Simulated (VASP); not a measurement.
# KTaO3 (P4/mmm) in VASP: a series of runs

KTaO3 is run at these levels: PBE; tasks: single point.

All numbers are computed with VASP 6.6.1; they aren't measurements. Logs are shortened: lines on timing, memory, paths and dates and some standing lists are left out, and cuts for length are marked.

## (1) The cell of the first run

The structure is tetragonal, space group P4/mmm (No. 123). Conventional cell: a = 3.990 Å, b = 3.990 Å, c = 3.910 Å, α = 90.00°, β = 90.00°, γ = 90.00°. K (site symmetry 4/mmm) has 12 O at 2.79 to 2.82 Å and 8 Ta at 3.43 Å within 3.7 Å. Within 2.6 Å of Ta (site symmetry 4/mmm) lie 6 O at 1.96 to 2.00 Å. Within 2.6 Å of O (site symmetry 4/mmm) lie 2 Ta at 1.96 Å. O (site symmetry mmm) has 2 Ta at 2.00 Å within 2.6 Å.

## (2) Single point, PBE (uniaxial z strain -2.0%)

The input, INCAR:

```
SYSTEM = KTaO3
PREC     = Accurate       ! precision mode
ENCUT    = 520            ! plane-wave cutoff, eV
EDIFF    = 1E-6           ! SCF threshold, eV
ISMEAR   = -1             ! smearing method
SIGMA    = 0.02           ! smearing width, eV
LREAL    = .False.        ! projectors in reciprocal space
LASPH    = .True.         ! aspherical terms in the spheres
NELM     = 100            ! most SCF steps
ALGO     = Normal         ! electronic algorithm
ISIF     = 2              ! what is computed and relaxed
LWAVE    = .False.        ! write WAVECAR
LCHARG   = .False.        ! write CHGCAR
GGA      = PE             ! functional
NBANDS   = 27             ! bands
```

The input, KPOINTS:

```
Automatic mesh
0
Gamma
  6 6 6
  0 0 0
```

The input, POSCAR:

```
KTaO3
1.0
    3.9901311030      0.0000000000      0.0000000000
    0.0000000000      3.9901311030      0.0000000000
    0.0000000000      0.0000000000      3.9103284809
K Ta O
1 1 3
Direct
    0.0000000000      0.0000000000      0.0000000000
    0.5000000000      0.5000000000      0.5000000000
    0.5000000000      0.5000000000      0.0000000000
    0.5000000000      0.0000000000      0.5000000000
    0.0000000000      0.5000000000      0.5000000000
```

Potentials or basis: VASP PAW PBE potentials, release 64 (K_sv, Ta_pv, O).

Command:

```bash
$ cat potpaw_PBE.64/K_sv/POTCAR potpaw_PBE.64/Ta_pv/POTCAR potpaw_PBE.64/O/POTCAR > POTCAR
$ mpirun -np 1 vasp_std > vasp.out
```

OUTCAR:

```text
SYSTEM = KTaO3
   PREC = Accurate
   ENCUT = 520
   EDIFF = 1E-6
   ISMEAR = -1
   LREAL = .False.
   LASPH = .True.
   NELM = 100
   ISIF = 2
   GGA = PE

 ion  position               nearest neighbor table
   1  0.000  0.000  0.000-   4 2.79   5 2.79   4 2.79   5 2.79   5 2.79   5 2.79   4 2.79   4 2.79
                             3 2.82   3 2.82   3 2.82   3 2.82   2 3.43   2 3.43   2 3.43   2 3.43
   2  0.500  0.500  0.500-   3 1.96   3 1.96   5 2.00   4 2.00   4 2.00   5 2.00   1 3.43   1 3.43
                             1 3.43   1 3.43   1 3.43   1 3.43   1 3.43   1 3.43
   3  0.500  0.500  0.000-   2 1.96   2 1.96   1 2.82   1 2.82   1 2.82   1 2.82
   4  0.500  0.000  0.500-   2 2.00   2 2.00   1 2.79   1 2.79   1 2.79   1 2.79
   5  0.000  0.500  0.500-   2 2.00   2 2.00   1 2.79   1 2.79   1 2.79   1 2.79

  LATTYP: Found a simple tetragonal cell.
 ALAT       =     3.9901311030
 C/A-ratio  =     0.9800000000

  Lattice vectors:

 A1 = (   3.9901311030,   0.0000000000,   0.0000000000)
 A2 = (   0.0000000000,   3.9901311030,   0.0000000000)
 A3 = (   0.0000000000,   0.0000000000,   3.9103284809)

Analysis of symmetry for initial positions (statically):
=====================================================================
 Subroutine PRICEL returns:
 Original cell was already a primitive cell.

 Routine SETGRP: Setting up the symmetry group for a
 simple tetragonal supercell.

 Subroutine GETGRP returns: Found 16 space group operations
 (whereof 16 operations were pure point group operations)
 out of a pool of 16 trial point group operations.

The static configuration has the point symmetry D_4h.

Analysis of symmetry for dynamics (positions and initial velocities):
=====================================================================
 Subroutine PRICEL returns:
 Original cell was already a primitive cell.

 Routine SETGRP: Setting up the symmetry group for a
 simple tetragonal supercell.

 Subroutine GETGRP returns: Found 16 space group operations
 (whereof 16 operations were pure point group operations)
 out of a pool of 16 trial point group operations.

The dynamic configuration has the point symmetry D_4h.

 Subroutine INISYM returns: Found 16 space group operations
 (whereof 16 operations are pure point group operations),
 and found     1 'primitive' translations

----------------------------------------------------------------------------------------

                                     Primitive cell

  volume of cell :      62.2569

  direct lattice vectors                    reciprocal lattice vectors
     3.990131103  0.000000000  0.000000000     0.250618332  0.000000000  0.000000000
     0.000000000  3.990131103  0.000000000     0.000000000  0.250618332  0.000000000
     0.000000000  0.000000000  3.910328481     0.000000000  0.000000000  0.255732991

  length of vectors
     3.990131103  3.990131103  3.910328481     0.250618332  0.250618332  0.255732991

  position of ions in fractional coordinates (direct lattice)
     0.000000000  0.000000000  0.000000000
     0.500000000  0.500000000  0.500000000
     0.500000000  0.500000000  0.000000000
     0.500000000  0.000000000  0.500000000
     0.000000000  0.500000000  0.500000000

  ion indices of the primitive-cell ions
   primitive index   ion index
                 1           1
                 2           2
                 3           3
                 4           4
                 5           5

----------------------------------------------------------------------------------------

 KPOINTS: Automatic mesh

Automatic generation of k-mesh.
 Grid dimensions read from file:
 generate k-points for:    6    6    6

 Generating k-lattice:

  Cartesian coordinates                     Fractional coordinates (reciprocal lattice)
     0.041769722  0.000000000  0.000000000     0.166666667  0.000000000  0.000000000
     0.000000000  0.041769722  0.000000000     0.000000000  0.166666667  0.000000000
     0.000000000  0.000000000  0.042622165     0.000000000  0.000000000  0.166666667

  Length of vectors
     0.041769722  0.041769722  0.042622165

  Shift w.r.t. Gamma in fractional coordinates (k-lattice)
     0.000000000  0.000000000  0.000000000

 Subroutine IBZKPT returns following result:
 ===========================================

 Found     40 irreducible k-points:

 Following reciprocal coordinates:
            Coordinates               Weight
  0.000000  0.000000  0.000000      1.000000
  0.166667  0.000000  0.000000      4.000000
  0.333333  0.000000  0.000000      4.000000
  0.500000  0.000000  0.000000      2.000000
  0.166667  0.166667  0.000000      4.000000
  0.333333  0.166667  0.000000      8.000000
[... 16 lines left out ...]
  0.333333  0.000000  0.333333      8.000000
  0.500000  0.000000  0.333333      4.000000
 [... further k-points ...]
   k-points           NKPTS =     40   k-points in BZ     NKDIM =     40   number of bands    NBANDS=     27
   number of dos      NEDOS =    301   number of ions     NIONS =      5
   total plane-waves  NPLWV =  27000
   dimension x,y,z NGX =    30 NGY =   30 NGZ =   30
   dimension x,y,z NGXF=    60 NGYF=   60 NGZF=   60
   ions per type =               1   1   3
   NGX,Y,Z   is equivalent  to a cutoff of  12.50, 12.50, 12.75 a.u.
   NGXF,Y,Z  is equivalent  to a cutoff of  25.00, 25.00, 25.51 a.u.
 SYSTEM =  KTaO3
   PREC   = accura    normal or accurate (medium, high low for compatibility)
   ISTART =      0    job   : 0-new  1-cont  2-samecut
   ICHARG =      2    charge: 1-file 2-atom 10-const
   ISPIN  =      1    spin polarized calculation?
   LNONCOLLINEAR =      F non collinear calculations
   LSORBIT =      F    spin-orbit coupling
   LASPH  =      T    aspherical Exc in radial PAW
   ENCUT  =  520.0 eV  38.22 Ry    6.18 a.u.   7.42  7.42  7.27*2*pi/ulx,y,z
   NELM   =    100;   NELMIN=  2; NELMDL= -5     # of ELM steps
   EDIFF  = 0.1E-05   stopping-criterion for ELM
   LREAL  =      F    real-space projection
   EDIFFG = 0.1E-04   stopping-criterion for IOM
   NSW    =      0    number of steps for IOM
   IBRION =     -1    ionic relax: 0-MD 1-quasi-New 2-CG
   NFREE  =      0    steps in history (QN), initial steepest desc. (CG)
   ISIF   =      2    stress and relaxation
   ISYM   =      2    0-nonsym 1-usesym 2-fastsym
   POTIM  = 0.5000    time-step for ionic-motion
   TEBEG  =    0.0;   TEEND  =   0.0 temperature during run
   PSTRESS=    0.0 pullay stress
   NELECT =      38.0000    total number of electrons
   NUPDOWN=      -1.0000    fix difference up-down
   EMIN   =  10.00;   EMAX   =-10.00  energy-range for DOS
   EFERMI =   0.00;   METHOD = LEGACY
   ISMEAR =    -1;   SIGMA  =   0.02  broadening in eV -4-tet -1-fermi 0-gaus
   EFERMI_NEDOS =   21; number of points for ismear=-14 and -15
   IALGO  =     38    algorithm
   IMIX   =      4    mixing-type and parameters
     AMIX     =   0.40;   BMIX     =  1.00
     AMIX_MAG =   1.60;   BMIX_MAG =  1.00
  volume/ion in A,a.u.               =      12.45        84.03
  Fermi-wavevector in a.u.,A,eV,Ry     =   1.388695  2.624253 26.238475  1.928474
  Thomas-Fermi vector in A             =   2.512796
   LORBIT       =      0    0 simple, 1 ext, 2 COOP (PROOUT), +10 PAW based schemes
   GGA     = PE    functional components
   LHFCALC =     F    Hartree Fock is set to
   AEXX    =    0.0000 exact exchange contribution
   IVDW    =     0    specifies the selected vdW correction
   LEPSILON=     F    determine dielectric tensor
   LRPA    =     F    only Hartree local field effects (RPA)
 non-spin polarized calculation
  energy-cutoff  :      520.00
  volume of cell :       62.26
 maximum number of plane-waves:      1719
 NGX is ok and might be reduce to    30
   NGX = 15   NGY = 15   NGZ = 15

 number of electron      37.9999985 magnetization

 Free energy of the ion-electron system (eV)
  ---------------------------------------------------
  ext. energy  EPLUGINS =         0.00000000
  ---------------------------------------------------
  free energy    TOTEN  =       -40.94487531 eV

  energy without entropy =      -40.94487531  energy(sigma->0) =      -40.94487531

 E-fermi :   2.3870     XC(G=0): -10.9722

 val. band max:        1.9502789209   @ k =   0.5000   0.5000   0.5000
 cond. band min:       4.1272848439   @ k =   0.0000   0.0000   0.0000
 fundamental gap:      2.1770059230
 Fermi energy:         2.3869554279

 k-point     1 :       0.0000    0.0000    0.0000
  band No.  band energies     occupation
      1     -32.1336      2.00000
      2     -32.0962      2.00000
      3     -32.0962      2.00000
      4     -25.3739      2.00000
      5     -15.7244      2.00000
      6     -15.0441      2.00000
[... 19 lines left out ...]
     26       9.9419      0.00000
     27      10.0521      0.00000

 k-point     2 :       0.1667    0.0000    0.0000
  band No.  band energies     occupation
      1     -32.1327      2.00000
      2     -32.1193      2.00000
      3     -32.0953      2.00000
      4     -25.3664      2.00000
      5     -15.6847      2.00000
      6     -15.0007      2.00000
[... 19 lines left out ...]
     26      10.2948      0.00000
     27      10.4681      0.00000

 k-point     3 :       0.3333    0.0000    0.0000
  band No.  band energies     occupation
      1     -32.1650      2.00000
      2     -32.1309      2.00000
      3     -32.0936      2.00000
      4     -25.3515      2.00000
      5     -15.6698      2.00000
      6     -14.9789      2.00000
[... 19 lines left out ...]
     26      11.0378      0.00000
     27      12.0435      0.00000

 k-point     4 :       0.5000    0.0000    0.0000
  band No.  band energies     occupation
      1     -32.1876      2.00000
      2     -32.1301      2.00000
      3     -32.0927      2.00000
      4     -25.3440      2.00000
      5     -15.6788      2.00000
      6     -14.9738      2.00000
[... 19 lines left out ...]
     26      11.4239      0.00000
     27      12.4683      0.00000

 k-point     5 :       0.1667    0.1667    0.0000
  band No.  band energies     occupation
      1     -32.1318      2.00000
      2     -32.1187      2.00000
      3     -32.1180      2.00000
      4     -25.3599      2.00000
      5     -15.6287      2.00000
      6     -14.8725      2.00000
[... 19 lines left out ...]
     26      10.6036      0.00000
     27      10.8375      0.00000

 k-point     6 :       0.3333    0.1667    0.0000
  band No.  band energies     occupation
      1     -32.1639      2.00000
      2     -32.1301      2.00000
      3     -32.1164      2.00000
      4     -25.3469      2.00000
      5     -15.5869      2.00000
      6     -14.8051      2.00000
[... 444 lines left out ...]
      1     -32.2226      2.00000
      2     -32.0927      2.00000
      3     -32.0927      2.00000
      4     -25.3484      2.00000
      5     -15.4874      2.00000
      6     -14.8579      2.00000
[... 19 lines left out ...]
     26      11.1947      0.00000
     27      12.3008      0.00000

 k-point    22 :       0.1667    0.0000    0.3333
  band No.  band energies     occupation
      1     -32.2215      2.00000
      2     -32.1155      2.00000
      3     -32.0918      2.00000
      4     -25.3440      2.00000
      5     -15.3554      2.00000
      6     -14.7343      2.00000
[... 19 lines left out ...]
     26      11.4713      0.00000
     27      12.5464      0.00000

 k-point    23 :       0.3333    0.0000    0.3333
  band No.  band energies     occupation
      1     -32.2193      2.00000
      2     -32.1607      2.00000
      3     -32.0901      2.00000
      4     -25.3351      2.00000
      5     -15.2094      2.00000
      6     -14.4607      2.00000
[... 19 lines left out ...]
     26      12.4113      0.00000
     27      13.0469      0.00000

 k-point    24 :       0.5000    0.0000    0.3333
  band No.  band energies     occupation
      1     -32.2182      2.00000
      2     -32.1831      2.00000
      3     -32.0892      2.00000
      4     -25.3307      2.00000
      5     -15.1739      2.00000
      6     -14.4621      2.00000
[... 19 lines left out ...]
     26      12.7766      0.00000
     27      13.5872      0.00000

 [... further k-points ...]

------------------------ aborting loop because EDIFF is reached ----------------------------------------

  FORCE on cell =-STRESS in cart. coord.  units (eV):
  Direction    XX          YY          ZZ          XY          YZ          ZX
  --------------------------------------------------------------------------------------
  -------------------------------------------------------------------------------------
  Total        2.9565429      2.9565429      6.3128858      0.0000000      0.0000000      0.0000000
  in kB       76.0864277     76.0864277    162.4616803      0.0000000      0.0000000      0.0000000
  external PRESSURE =     104.8781786 kB  Pullay stress =       0.0000000 kB

 VOLUME and BASIS-vectors are now :
 -----------------------------------------------------------------------------
  energy-cutoff  :      520.00
  volume of cell :       62.26
      direct lattice vectors                 reciprocal lattice vectors
     3.990131103  0.000000000  0.000000000     0.250618332  0.000000000  0.000000000
     0.000000000  3.990131103  0.000000000     0.000000000  0.250618332  0.000000000
     0.000000000  0.000000000  3.910328481     0.000000000  0.000000000  0.255732991

 POSITION                                       TOTAL-FORCE (eV/Angst)
 -----------------------------------------------------------------------------------
      0.00000      0.00000      0.00000         0.000000      0.000000      0.000000
      1.99507      1.99507      1.95516         0.000000      0.000000      0.000000
      1.99507      1.99507      0.00000         0.000000      0.000000      0.000000
      1.99507      0.00000      1.95516         0.000000      0.000000      0.000000
      0.00000      1.99507      1.95516         0.000000      0.000000      0.000000
 -----------------------------------------------------------------------------------
    total drift:                                0.000000      0.000000     -0.000000

  FREE ENERGIE OF THE ION-ELECTRON SYSTEM (eV)
  ---------------------------------------------------
  free  energy   TOTEN  =       -40.9448753099 eV

  energy  without entropy=      -40.9448753099  energy(sigma->0) =      -40.94487531
```

Wall time 91 s (1 thread of Intel Xeon 8259CL, shared host); peak memory 0.21 GiB.

What came out:

* Free energy: -40.9449 eV
* Pressure: 10.5 GPa
* Band gap on the k mesh: 2.18 eV (least direct gap 2.79 eV)

Stress tensor (GPa, compression positive):
```
 7.61  0.00  0.00
 0.00  7.61  0.00
 0.00  0.00 16.25
```

Caveat: the cell differs from its parent crystal (uniaxial z strain -2.0%); the cell stands under pressure; spin-orbit coupling is left out, which moves the levels of the heavy elements. A k mesh can miss the band edges.

(Continued in part 2 of 2.)
